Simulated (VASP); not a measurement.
# Ti (P6_3/mmc) in VASP: notebook

Ti is run at these levels: LDA; tasks: single point.

Everything below comes from runs of VASP 6.6.1. Logs are shortened: lines on timing, memory, paths and dates and some standing lists are left out, and cuts for length are marked.

### 1 The cell of the first run

It takes space group P6_3/mmc (No. 194, hexagonal). Conventional cell: a = 2.744 Å, b = 2.744 Å, c = 4.350 Å, α = 90.00°, β = 90.00°, γ = 120.00°. Ti (site symmetry -6m2) has 12 Ti at 2.69 to 2.74 Å within 3.5 Å.

### 2 Single point, LDA, collinear spin (14.18 Å³/atom)

Input file INCAR:

```
PREC = Accurate ; ENCUT = 520
EDIFF = 1E-6 ; ISMEAR = -1
SIGMA = 0.05 ; LREAL = F
LASPH = T ; NELM = 150
ALGO = Normal ; ISIF = 2
LWAVE = F ; LCHARG = F
ISPIN = 2 ; MAGMOM = 1 1
LORBIT = 11 ; LMAXMIX = 4
NBANDS = 23
```

Input file KPOINTS:

```
regular mesh
0
Gamma
  21 21 12
```

Input file POSCAR:

```
Ti
1.0
    2.7436067191      0.0000000000      0.0000000000
   -1.3718033595      2.3760331167      0.0000000000
    0.0000000000      0.0000000000      4.3502973115
Ti
2
Direct
    0.3333333333      0.6666666667      0.2500000000
    0.6666666667      0.3333333333      0.7500000000
```

Potentials or basis: VASP PAW LDA potentials, release 64 (Ti_sv).

Run with:

```sh
$ cat potpaw_LDA.64/Ti_sv/POTCAR > POTCAR
$ mpirun -np 1 vasp_std > vasp.out
```

OUTCAR:

```text
PREC = Accurate
   ENCUT = 520
   EDIFF = 1E-6
   ISMEAR = -1
   LREAL = F
   LASPH = T
   NELM = 150
   ISIF = 2
   ISPIN = 2
   LORBIT = 11

 ion  position               nearest neighbor table
   1  0.333  0.667  0.250-   2 2.69   2 2.69   2 2.69   2 2.69   2 2.69   2 2.69
   2  0.667  0.333  0.750-   1 2.69   1 2.69   1 2.69   1 2.69   1 2.69   1 2.69

  LATTYP: Found a hexagonal cell.
 ALAT       =     2.7436067191
 C/A-ratio  =     1.5856125738

  Lattice vectors:

 A1 = (   2.7436067191,   0.0000000000,   0.0000000000)
 A2 = (  -1.3718033595,   2.3760331167,   0.0000000000)
 A3 = (   0.0000000000,   0.0000000000,   4.3502973115)

Analysis of symmetry for initial positions (statically):
=====================================================================
 Subroutine PRICEL returns:
 Original cell was already a primitive cell.

 Routine SETGRP: Setting up the symmetry group for a
 hexagonal supercell.

 Subroutine GETGRP returns: Found 24 space group operations
 (whereof 12 operations were pure point group operations)
 out of a pool of 24 trial point group operations.

The static configuration has the point symmetry D_3d.
 The point group associated with its full space group is D_6h.

Analysis of symmetry for dynamics (positions and initial velocities):
=====================================================================
 Subroutine PRICEL returns:
 Original cell was already a primitive cell.

 Routine SETGRP: Setting up the symmetry group for a
 hexagonal supercell.

 Subroutine GETGRP returns: Found 24 space group operations
 (whereof 12 operations were pure point group operations)
 out of a pool of 24 trial point group operations.

The dynamic configuration has the point symmetry D_3d.
 The point group associated with its full space group is D_6h.

Analysis of structural, dynamic, and magnetic symmetry:
=====================================================================
 Subroutine PRICEL returns:
 Original cell was already a primitive cell.

 Routine SETGRP: Setting up the symmetry group for a
 hexagonal supercell.

 Subroutine GETGRP returns: Found 24 space group operations
 (whereof 12 operations were pure point group operations)
 out of a pool of 24 trial point group operations.

The overall configuration has the point symmetry D_3d.
 The point group associated with its full space group is D_6h.

 Subroutine INISYM returns: Found 24 space group operations
 (whereof 12 operations are pure point group operations),
 and found     1 'primitive' translations

----------------------------------------------------------------------------------------

                                     Primitive cell

  volume of cell :      28.3592

  direct lattice vectors                    reciprocal lattice vectors
     2.743606719  0.000000000  0.000000000     0.364483726  0.210434777  0.000000000
    -1.371803360  2.376033117  0.000000000     0.000000000  0.420869555  0.000000000
     0.000000000  0.000000000  4.350297312     0.000000000  0.000000000  0.229869346

  length of vectors
     2.743606719  2.743606719  4.350297312     0.420869555  0.420869555  0.229869346

  position of ions in fractional coordinates (direct lattice)
     0.333333333  0.666666667  0.250000000
     0.666666667  0.333333333  0.750000000

  ion indices of the primitive-cell ions
   primitive index   ion index
                 1           1
                 2           2

----------------------------------------------------------------------------------------

 KPOINTS: regular mesh

Automatic generation of k-mesh.
 Grid dimensions read from file:
 generate k-points for:   21   21   12

 Generating k-lattice:

  Cartesian coordinates                     Fractional coordinates (reciprocal lattice)
     0.017356368  0.010020704  0.000000000     0.047619048 -0.000000000  0.000000000
     0.000000000  0.020041407  0.000000000     0.000000000  0.047619048  0.000000000
     0.000000000  0.000000000  0.019155779     0.000000000  0.000000000  0.083333333

  Length of vectors
     0.020041407  0.020041407  0.019155779

  Shift w.r.t. Gamma in fractional coordinates (k-lattice)
     0.000000000  0.000000000  0.000000000

 Subroutine IBZKPT returns following result:
 ===========================================

 Found    336 irreducible k-points:

 Following reciprocal coordinates:
            Coordinates               Weight
  0.000000  0.000000  0.000000      1.000000
  0.047619  0.000000  0.000000      6.000000
  0.095238  0.000000  0.000000      6.000000
  0.142857 -0.000000  0.000000      6.000000
  0.190476  0.000000  0.000000      6.000000
  0.238095 -0.000000  0.000000      6.000000
[... 16 lines left out ...]
  0.142857  0.095238  0.000000     12.000000
  0.190476  0.095238  0.000000     12.000000
 [... further k-points ...]
   k-points           NKPTS =    336   k-points in BZ     NKDIM =    336   number of bands    NBANDS=     23
   number of dos      NEDOS =    301   number of ions     NIONS =      2
   total plane-waves  NPLWV =  12800
   dimension x,y,z NGX =    20 NGY =   20 NGZ =   32
   dimension x,y,z NGXF=    40 NGYF=   40 NGZF=   64
   ions per type =               2
   NGX,Y,Z   is equivalent  to a cutoff of  12.12, 12.12, 12.23 a.u.
   NGXF,Y,Z  is equivalent  to a cutoff of  24.24, 24.24, 24.46 a.u.
 SYSTEM =  unknown system
   PREC   = accura    normal or accurate (medium, high low for compatibility)
   ISTART =      0    job   : 0-new  1-cont  2-samecut
   ICHARG =      2    charge: 1-file 2-atom 10-const
   ISPIN  =      2    spin polarized calculation?
   LNONCOLLINEAR =      F non collinear calculations
   LSORBIT =      F    spin-orbit coupling
   LASPH  =      T    aspherical Exc in radial PAW
   ENCUT  =  520.0 eV  38.22 Ry    6.18 a.u.   5.10  5.10  8.09*2*pi/ulx,y,z
   NELM   =    150;   NELMIN=  2; NELMDL= -5     # of ELM steps
   EDIFF  = 0.1E-05   stopping-criterion for ELM
   LREAL  =      F    real-space projection
   EDIFFG = 0.1E-04   stopping-criterion for IOM
   NSW    =      0    number of steps for IOM
   IBRION =     -1    ionic relax: 0-MD 1-quasi-New 2-CG
   NFREE  =      0    steps in history (QN), initial steepest desc. (CG)
   ISIF   =      2    stress and relaxation
   ISYM   =      2    0-nonsym 1-usesym 2-fastsym
   POTIM  = 0.5000    time-step for ionic-motion
   TEBEG  =    0.0;   TEEND  =   0.0 temperature during run
   PSTRESS=    0.0 pullay stress
   NELECT =      24.0000    total number of electrons
   NUPDOWN=      -1.0000    fix difference up-down
   EMIN   =  10.00;   EMAX   =-10.00  energy-range for DOS
   EFERMI =   0.00;   METHOD = LEGACY
   ISMEAR =    -1;   SIGMA  =   0.05  broadening in eV -4-tet -1-fermi 0-gaus
   EFERMI_NEDOS =   21; number of points for ismear=-14 and -15
   IALGO  =     38    algorithm
   IMIX   =      4    mixing-type and parameters
     AMIX     =   0.40;   BMIX     =  1.00
     AMIX_MAG =   1.60;   BMIX_MAG =  1.00
  volume/ion in A,a.u.               =      14.18        95.69
  Fermi-wavevector in a.u.,A,eV,Ry     =   1.548510  2.926261 32.625202  2.397885
  Thomas-Fermi vector in A             =   2.653450
   LORBIT       =     11    0 simple, 1 ext, 2 COOP (PROOUT), +10 PAW based schemes
   GGA     = CA    functional components
   LHFCALC =     F    Hartree Fock is set to
   AEXX    =    0.0000 exact exchange contribution
   IVDW    =     0    specifies the selected vdW correction
   LEPSILON=     F    determine dielectric tensor
   LRPA    =     F    only Hartree local field effects (RPA)
 spin polarized calculation
  energy-cutoff  :      520.00
  volume of cell :       28.36
 maximum number of plane-waves:       782
   NGX = 11   NGY = 11   NGZ = 17

 number of electron      24.0000004 magnetization       0.0004306

 number of electron      24.0000004 magnetization      -0.0001169

 Free energy of the ion-electron system (eV)
  ---------------------------------------------------
  ext. energy  EPLUGINS =         0.00000000
  ---------------------------------------------------
  free energy    TOTEN  =       -16.89462099 eV

  energy without entropy =      -16.87902913  energy(sigma->0) =      -16.88682506

 E-fermi :  10.4261     XC(G=0): -12.7902

 val. band max:       10.4240443941   @ k =   0.3810   0.1905   0.2500
 cond. band min:      10.4276315560   @ k =   0.4286   0.1429   0.3333
 fundamental gap:      0.0035871619
 Fermi energy:        10.4260631687

 spin component 1

 k-point     1 :       0.0000    0.0000    0.0000
  band No.  band energies     occupation
      1     -45.4828      1.00000
      2     -45.1649      1.00000
      3     -22.7456      1.00000
      4     -21.5406      1.00000
      5     -21.5406      1.00000
      6     -21.3754      1.00000
[... 15 lines left out ...]
     22      26.3049      0.00000
     23      29.3369      0.00000

 k-point     2 :       0.0476    0.0000    0.0000
  band No.  band energies     occupation
      1     -45.4776      1.00000
      2     -45.1628      1.00000
      3     -22.7359      1.00000
      4     -21.5614      1.00000
      5     -21.5475      1.00000
      6     -21.3794      1.00000
[... 15 lines left out ...]
     22      26.3759      0.00000
     23      29.4247      0.00000

 k-point     3 :       0.0952    0.0000    0.0000
  band No.  band energies     occupation
      1     -45.4622      1.00000
      2     -45.1566      1.00000
      3     -22.7072      1.00000
      4     -21.6221      1.00000
      5     -21.5673      1.00000
      6     -21.4392      1.00000
[... 15 lines left out ...]
     22      26.5080      0.00000
     23      29.2793      0.00000
[... 495 lines left out ...]
 k-point    23 :       0.1429    0.0952    0.0000
  band No.  band energies     occupation
      1     -45.3927      1.00000
      2     -45.1314      1.00000
      3     -22.5730      1.00000
      4     -21.8530      1.00000
      5     -21.7682      1.00000
      6     -21.5941      1.00000
[... 15 lines left out ...]
     22      25.6608      0.00000
     23      26.8732      0.00000

 k-point    24 :       0.1905    0.0952    0.0000
  band No.  band energies     occupation
      1     -45.3567      1.00000
      2     -45.1205      1.00000
      3     -22.4999      1.00000
      4     -21.9784      1.00000
      5     -21.8681      1.00000
      6     -21.6549      1.00000
[... 15 lines left out ...]
     22      24.5140      0.00000
     23      26.0512      0.00000

 [... further k-points ...]

 spin component 2

 k-point     1 :       0.0000    0.0000    0.0000
  band No.  band energies     occupation
      1     -45.4828      1.00000
      2     -45.1649      1.00000
      3     -22.7457      1.00000
      4     -21.5407      1.00000
      5     -21.5407      1.00000
      6     -21.3755      1.00000
[... 15 lines left out ...]
     22      26.3049      0.00000
     23      29.3515      0.00000

 k-point     2 :       0.0476    0.0000    0.0000
  band No.  band energies     occupation
      1     -45.4776      1.00000
      2     -45.1628      1.00000
      3     -22.7360      1.00000
      4     -21.5614      1.00000
      5     -21.5476      1.00000
      6     -21.3794      1.00000
[... 15 lines left out ...]
     22      26.3760      0.00000
     23      29.4037      0.00000

 k-point     3 :       0.0952    0.0000    0.0000
  band No.  band energies     occupation
      1     -45.4622      1.00000
      2     -45.1566      1.00000
      3     -22.7072      1.00000
      4     -21.6222      1.00000
      5     -21.5673      1.00000
      6     -21.4392      1.00000
[... 15 lines left out ...]
     22      26.5080      0.00000
     23      29.2795      0.00000
[... 495 lines left out ...]
 k-point    23 :       0.1429    0.0952    0.0000
  band No.  band energies     occupation
      1     -45.3927      1.00000
      2     -45.1314      1.00000
      3     -22.5730      1.00000
      4     -21.8531      1.00000
      5     -21.7683      1.00000
      6     -21.5942      1.00000
[... 15 lines left out ...]
     22      25.6608      0.00000
     23      26.8732      0.00000

 k-point    24 :       0.1905    0.0952    0.0000
  band No.  band energies     occupation
      1     -45.3567      1.00000
      2     -45.1205      1.00000
      3     -22.4999      1.00000
      4     -21.9785      1.00000
      5     -21.8682      1.00000
      6     -21.6550      1.00000
[... 15 lines left out ...]
     22      24.5140      0.00000
     23      26.0512      0.00000

 [... further k-points ...]
[... 5 lines left out ...]
  --------------------------------------------------------------------------------------
  -------------------------------------------------------------------------------------
  Total        3.4336260      3.4336260      3.5914176      0.0000000     -0.0000000      0.0000000
  in kB      193.9859525    193.9859525    202.9005383      0.0000000     -0.0000000      0.0000000
  external PRESSURE =     196.9574811 kB  Pullay stress =       0.0000000 kB

 VOLUME and BASIS-vectors are now :
 -----------------------------------------------------------------------------
  energy-cutoff  :      520.00
  volume of cell :       28.36
      direct lattice vectors                 reciprocal lattice vectors
     2.743606719  0.000000000  0.000000000     0.364483726  0.210434777  0.000000000
    -1.371803360  2.376033117  0.000000000     0.000000000  0.420869555  0.000000000
     0.000000000  0.000000000  4.350297312     0.000000000  0.000000000  0.229869346

 POSITION                                       TOTAL-FORCE (eV/Angst)
 -----------------------------------------------------------------------------------
     -0.00000      1.58402      1.08757         0.000000      0.000000      0.000000
      1.37180      0.79201      3.26272        -0.000000     -0.000000      0.000000
 -----------------------------------------------------------------------------------
    total drift:                               -0.000000      0.000000     -0.000000

  FREE ENERGIE OF THE ION-ELECTRON SYSTEM (eV)
  ---------------------------------------------------
  free  energy   TOTEN  =       -16.8946209859 eV

  energy  without entropy=      -16.8790291253  energy(sigma->0) =      -16.88682506

 total charge

# of ion       s       p       d       tot
------------------------------------------
    1        2.300   6.157   2.101  10.558
    2        2.300   6.157   2.101  10.558
--------------------------------------------------
tot          4.600  12.314   4.203  21.117

 magnetization (x)

# of ion       s       p       d       tot
------------------------------------------
    1       -0.000   0.000  -0.000  -0.000
    2       -0.000   0.000  -0.000  -0.000
--------------------------------------------------
tot         -0.000   0.000  -0.000  -0.000
```

It took 4.2 min on 1 thread of Intel Xeon Platinum 8488C (Sapphire Rapids), shared host; peak memory 0.36 GiB.

What came out:

* Free energy: -16.8946 eV
* Pressure: 19.7 GPa
* Band gap on the k mesh: zero (filled and empty bands overlap)
* Net moment: 0.00 μB per cell
* Valence electrons inside the program's atomic spheres: Ti 10.56

Caveat: the cell stands under pressure.

### 3 Single point, LDA, collinear spin (14.82 Å³/atom)

This run uses another cell than the first one, of 14.82 Å³/atom.

Input file INCAR:

```
SYSTEM = Ti
ALGO = Normal
EDIFF = 1E-6
ENCUT = 520
GGA = CA
ISIF = 2
ISMEAR = -1
ISPIN = 2
LASPH = .True.
LCHARG = .False.
LMAXMIX = 4
LORBIT = 11
LREAL = .False.
LWAVE = .False.
MAGMOM = 1 1
NBANDS = 23
NELM = 150
PREC = Accurate
SIGMA = 0.05
```

Input file KPOINTS:

```
k-points
0
Gamma
  21 21 12
  0 0 0
```

Input file POSCAR:

```
Ti
1.0
    2.7845621111      0.0000000000      0.0000000000
   -1.3922810556      2.4115015267      0.0000000000
    0.0000000000      0.0000000000      4.4152366962
Ti
2
Direct
    0.3333333333      0.6666666667      0.2500000000
    0.6666666667      0.3333333333      0.7500000000
```

Potentials or basis: VASP PAW LDA potentials, release 64 (Ti_sv).

Run with:

```sh
$ cat potpaw_LDA.64/Ti_sv/POTCAR > POTCAR
$ mpirun -np 1 vasp_std > vasp.out
```

Run time: 3.5 min. Hardware: 1 thread of Intel Xeon Platinum 8488C (Sapphire Rapids), shared host; peak memory 0.39 GiB.

It converged, with:

* Free energy: -17.0206 eV
* Pressure: 11.9 GPa
* Band gap on the k mesh: zero (filled and empty bands overlap)
* Net moment: 0.00 μB per cell
* Valence electrons inside the program's atomic spheres: Ti 10.49

Stress tensor (GPa, compression positive):
```
11.71  0.00  0.00
 0.00 11.71  0.00
 0.00  0.00 12.15
```

Levels at points of the mesh, in eV from the Fermi level:
Spin up:
```csv
k point,band 10,band 11,band 12,band 13,band 14,band 15
"(0.00, 0.00, 0.00)",-3.10,0.81,0.81,0.96,1.41,1.43
"(0.00, 0.00, 0.50)",-4.38,0.08,0.08,0.69,0.69,0.69
```
Spin down:
| k point | band 10 | band 11 | band 12 | band 13 | band 14 | band 15 |
| --- | --- | --- | --- | --- | --- | --- |
| (0.00, 0.00, 0.00) | -3.10 | 0.81 | 0.81 | 0.96 | 1.41 | 1.43 |
| (0.00, 0.00, 0.50) | -4.38 | 0.08 | 0.08 | 0.69 | 0.69 | 0.69 |

Caveat: the cell stands under pressure.
